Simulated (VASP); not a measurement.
# MgZn15O16 (P1) in VASP: single point with PBEsol

Aim: the single point of MgZn15O16 with PBEsol.

Everything below comes from runs of VASP 6.6.1. Logs are shortened: lines on timing, memory, paths and dates and some standing lists are left out, and cuts for length are marked.

**1. The cell of the first run**

The typed cell holds 192 atoms: a = 12.913 Å, b = 16.804 Å, c = 10.427 Å, α = 90.00°, β = 90.00°, γ = 90.00°.

**2. Single point, PBEsol**

INCAR

```
ALGO = Normal ; EDIFF = 1E-6
ENCUT = 520 ; GGA = PS
ISIF = 2 ; ISMEAR = -1
LASPH = T ; LCHARG = F
LREAL = Auto ; LWAVE = F
NBANDS = 936 ; NCORE = 2
NELM = 80 ; PREC = Accurate
SIGMA = 0.05
```

KPOINTS

```
Automatic mesh
0
Gamma
  1 1 1
  0.5 0.5 0.5
```

POSCAR

```
MgZn15O16
1.0
   12.9132680329      0.0000000000      0.0000000000
    0.0000000000     16.8040713735      0.0000000000
    0.0000000000      0.0000000000     10.4266547782
Zn Mg O
90 6 96
Direct
    0.1238220000      0.0552880000      0.2489360000
    0.1263930000      0.0556370000      0.7490030000
    0.0000840000      0.2221580000      0.2492830000
    0.9999910000      0.2224250000      0.7486500000
    0.3764060000      0.0553640000      0.2492940000
    0.3737740000      0.0556720000      0.7488390000
[... 184 lines left out ...]
    0.7501410000      0.8883000000      0.4386280000
    0.7500480000      0.8889230000      0.9386780000
```

Potentials or basis: VASP PAW PBE potentials, release 64 (Zn, Mg, O).

On the command line:

```sh
$ cat potpaw_PBE.64/Zn/POTCAR potpaw_PBE.64/Mg/POTCAR potpaw_PBE.64/O/POTCAR > POTCAR
$ mpirun -np 8 vasp_std > vasp.out
```

OUTCAR:

```text
EDIFF = 1E-6
   ENCUT = 520
   GGA = PS
   ISIF = 2
   ISMEAR = -1
   LASPH = T
   LREAL = Auto
   NELM = 80
   PREC = Accurate

 ion  position               nearest neighbor table
   1  0.124  0.055  0.249- 125 1.96  97 1.97 145 1.98  99 1.98  95 3.20  92 3.24
   2  0.126  0.056  0.749- 100 1.96 126 1.97  98 1.98 146 1.98  95 3.20  91 3.22
   3  0.000  0.222  0.249- 101 1.97  97 1.97 127 1.97 147 1.98
   4  1.000  0.222  0.749- 102 1.97 128 1.97  98 1.97 148 1.98  91 3.23
   5  0.376  0.055  0.249- 135 1.96 105 1.97 149 1.98  99 1.98  95 3.20  92 3.24
   6  0.374  0.056  0.749- 100 1.96 136 1.97 106 1.97 150 1.98  95 3.20  91 3.22
   7  0.250  0.223  0.251- 107 1.97 101 1.97  99 1.98 151 1.98  95 3.19
   8  0.125  0.389  0.249- 109 1.97 103 1.97 101 1.97 153 1.98
   9  0.125  0.389  0.749- 102 1.97 104 1.97 110 1.97 154 1.98  91 3.24
  10  1.000  0.555  0.249- 137 1.97 103 1.97 111 1.97 155 1.98  94 3.24
  11  0.000  0.556  0.749- 112 1.97 138 1.97 104 1.97 156 1.98
  12  0.626  0.056  0.250- 115 1.97 105 1.97 141 1.97 157 1.97  96 3.21
  13  0.624  0.055  0.749- 106 1.97 142 1.97 158 1.97 116 1.98  96 3.20
  14  0.500  0.222  0.249- 105 1.97 107 1.97 117 1.97 159 1.98
  15  0.500  0.222  0.749- 108 1.97 118 1.97 106 1.97 160 1.98  91 3.23
  16  0.375  0.389  0.250- 119 1.97 107 1.97 109 1.97 161 1.98
  17  0.376  0.389  0.749- 108 1.96 120 1.97 110 1.97 162 1.98  91 3.24
[... 179 lines left out ...]
 191  0.750  0.888  0.439-  89 1.97  87 1.97  85 1.98  43 1.98
 192  0.750  0.889  0.939-  86 1.97  90 1.97  88 1.97  44 1.98

  LATTYP: Found a simple orthorhombic cell.
 ALAT       =    10.4266547782
 B/A-ratio  =     1.2384861979
 C/A-ratio  =     1.6116455115

  Lattice vectors:

 A1 = (   0.0000000000,   0.0000000000,  10.4266547782)
 A2 = (  12.9132680329,   0.0000000000,   0.0000000000)
 A3 = (   0.0000000000,  16.8040713735,   0.0000000000)

Analysis of symmetry for initial positions (statically):
=====================================================================
 Subroutine PRICEL returns:
 Original cell was already a primitive cell.

 Routine SETGRP: Setting up the symmetry group for a
 simple orthorhombic supercell.

 Subroutine GETGRP returns: Found  1 space group operations
 (whereof  1 operations were pure point group operations)
 out of a pool of  8 trial point group operations.

The static configuration has the point symmetry C_1 .

Analysis of symmetry for dynamics (positions and initial velocities):
=====================================================================
 Subroutine PRICEL returns:
[... 206 lines left out ...]
   ISIF   =      2    stress and relaxation
   ISYM   =      2    0-nonsym 1-usesym 2-fastsym
   POTIM  = 0.5000    time-step for ionic-motion
   TEBEG  =    0.0;   TEEND  =   0.0 temperature during run
   PSTRESS=    0.0 pullay stress
   NELECT =    1668.0000    total number of electrons
   NUPDOWN=      -1.0000    fix difference up-down
   EMIN   =  10.00;   EMAX   =-10.00  energy-range for DOS
   EFERMI =   0.00;   METHOD = LEGACY
   ISMEAR =    -1;   SIGMA  =   0.05  broadening in eV -4-tet -1-fermi 0-gaus
   EFERMI_NEDOS =   21; number of points for ismear=-14 and -15
   IALGO  =     38    algorithm
   IMIX   =      4    mixing-type and parameters
     AMIX     =   0.40;   BMIX     =  1.00
     AMIX_MAG =   1.60;   BMIX_MAG =  1.00
  volume/ion in A,a.u.               =      11.78        79.52
  Fermi-wavevector in a.u.,A,eV,Ry     =   1.478910  2.794734 29.758302  2.187174
  Thomas-Fermi vector in A             =   2.593132
   LORBIT       =      0    0 simple, 1 ext, 2 COOP (PROOUT), +10 PAW based schemes
   GGA     = PS    functional components
   LHFCALC =     F    Hartree Fock is set to
   AEXX    =    0.0000 exact exchange contribution
   IVDW    =     0    specifies the selected vdW correction
   LEPSILON=     F    determine dielectric tensor
   LRPA    =     F    only Hartree local field effects (RPA)
 non-spin polarized calculation
  energy-cutoff  :      520.00
  volume of cell :     2262.54
 maximum number of plane-waves:     60952
 NGX is ok and might be reduce to    96
   NGX = 49   NGY = 63   NGZ = 39

 number of electron    1668.0001093 magnetization

 Free energy of the ion-electron system (eV)
  ---------------------------------------------------
  ext. energy  EPLUGINS =         0.00000000
  ---------------------------------------------------
  free energy    TOTEN  =      -947.87029165 eV

  energy without entropy =     -947.87029165  energy(sigma->0) =     -947.87029165

 E-fermi :   2.2475     XC(G=0): -11.1596

 val. band max:        0.9354589224   @ k =   0.5000   0.5000   0.5000
 cond. band min:       3.7368233706   @ k =   0.5000   0.5000   0.5000
 fundamental gap:      2.8013644482
 Fermi energy:         2.2475444293

 k-point     1 :       0.5000    0.5000    0.5000
  band No.  band energies     occupation
      1     -16.7104      2.00000
      2     -16.7049      2.00000
      3     -16.7025      2.00000
      4     -16.6970      2.00000
      5     -16.6804      2.00000
      6     -16.6687      2.00000
[... 838 lines left out ...]
    845       5.1036      0.00000
    846       5.1152      0.00000
 [bands above 846 left out]

------------------------ aborting loop because EDIFF is reached ----------------------------------------

  FORCE on cell =-STRESS in cart. coord.  units (eV):
  Direction    XX          YY          ZZ          XY          YZ          ZX
  --------------------------------------------------------------------------------------
  -------------------------------------------------------------------------------------
  Total       12.2704674     12.8064909     12.8616619      0.0234198      0.0927902     -0.0309791
  in kB        8.6891243      9.0687003      9.1077687      0.0165843      0.0657078     -0.0219373
  external PRESSURE =       8.9551978 kB  Pullay stress =       0.0000000 kB

 VOLUME and BASIS-vectors are now :
 -----------------------------------------------------------------------------
  energy-cutoff  :      520.00
  volume of cell :     2262.54
      direct lattice vectors                 reciprocal lattice vectors
    12.913268033  0.000000000  0.000000000     0.077439731  0.000000000  0.000000000
     0.000000000 16.804071374  0.000000000     0.000000000  0.059509388  0.000000000
     0.000000000  0.000000000 10.426654778     0.000000000  0.000000000  0.095908038

 POSITION                                       TOTAL-FORCE (eV/Angst)
 -----------------------------------------------------------------------------------
      1.59895      0.92906      2.59557        -0.013073      0.004634      0.005592
      1.63215      0.93493      7.80960        -0.022997     -0.009956     -0.004071
      0.00108      3.73316      2.59919        -0.015104      0.008728     -0.003806
     12.91315      3.73765      7.80592        -0.011762      0.013603      0.007115
      4.86063      0.93034      2.59930         0.002999      0.020693      0.003159
      4.82664      0.93552      7.80789         0.011445     -0.012110     -0.001388
[... 184 lines left out ...]
      9.68677     14.92706      4.57342        -0.003807      0.007696     -0.002507
      9.68557     14.93753      9.78727        -0.005025      0.004992     -0.003353
 -----------------------------------------------------------------------------------
    total drift:                               -0.127855      0.060261     -0.046780

  FREE ENERGIE OF THE ION-ELECTRON SYSTEM (eV)
  ---------------------------------------------------
  free  energy   TOTEN  =      -947.8702916538 eV

  energy  without entropy=     -947.8702916537  energy(sigma->0) =     -947.87029165
```

OSZICAR:

```text
N       E                     dE             d eps       ncg     rms          rms(c)
DAV:   1     0.263799079215E+05    0.26380E+05   -0.70080E+05  1872   0.256E+03
DAV:   2     0.580304352062E+04   -0.20577E+05   -0.19985E+05  1872   0.742E+02
DAV:   3    -0.123759780470E+03   -0.59268E+04   -0.56433E+04  1896   0.307E+02
[... 14 lines left out ...]
DAV:  18    -0.947870291247E+03   -0.50469E-05   -0.15852E-04  2232   0.244E-02    0.219E-02
DAV:  19    -0.947870292504E+03   -0.12566E-05   -0.20624E-05  2480   0.183E-02    0.152E-02
DAV:  20    -0.947870294313E+03   -0.18089E-05   -0.91246E-06  2216   0.956E-03    0.131E-02
DAV:  21    -0.947870291999E+03    0.23139E-05   -0.42633E-06  1616   0.681E-03    0.636E-03
DAV:  22    -0.947870291654E+03    0.34517E-06   -0.36783E-06  1320   0.286E-03
   1 F= -.94787029E+03 E0= -.94787029E+03  d E =-.536496E-10
```

It took 19 min on 8 MPI ranks of AMD EPYC 7R43 (Zen 3), shared host; peak memory 0.57 GiB.

What came out:

| Item | Value |
| --- | --- |
| Free energy | -947.8703 eV |
| Pressure | 0.9 GPa |
| Largest force | 0.088 eV/Å |
| Band gap on the k mesh | 2.80 eV |

Caveat: the k points lie up to 0.60 Å⁻¹ apart; the PAW data sets were made with another functional, which shifts forces and pressure a little; a shifted mesh leaves out Γ, where band edges can lie. A k mesh can miss the band edges.
